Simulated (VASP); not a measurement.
SnO2, 12 atoms in the cell. The typed cell holds 12 atoms: a = 4.828 Å, b = 3.238 Å, c = 9.931 Å, α = 97.49°, β = 78.79°, γ = 90.00°.  This cell differs from its parent crystal: the part above a cut slid along it.

| Item | Value |
| --- | --- |
| Program | VASP 6.6.1 |
| Task | single point |
| Functional | PBE |
| Potentials or basis | VASP PAW PBE potentials, release 64 (Sn_d, O) |
| Cutoff | 520 eV |
| k mesh | 6 × 8 × 3 |
| Occupations | gaussian, width 0.05 eV |
| Spin | no spin polarisation |
| Dipole correction | no |
| Further INCAR settings | ALGO = Normal; EDIFF = 1e-07; NBANDS = 64 |

Potentials or basis: VASP PAW PBE potentials, release 64 (Sn_d, O).

Run with:

```console
$ cat potpaw_PBE.64/Sn_d/POTCAR potpaw_PBE.64/O/POTCAR > POTCAR
$ mpirun -np 1 vasp_std > vasp.out
```

Hardware: 1 thread of Oxide Virtual Turin-like Processor, on a shared host.

Problem. How long does it take, and how much memory?

Solution. It took 10 min on 1 thread of Oxide Virtual Turin-like Processor (shared host), peak memory 0.54 GiB. Counts: scf iterations 17, k points 74.
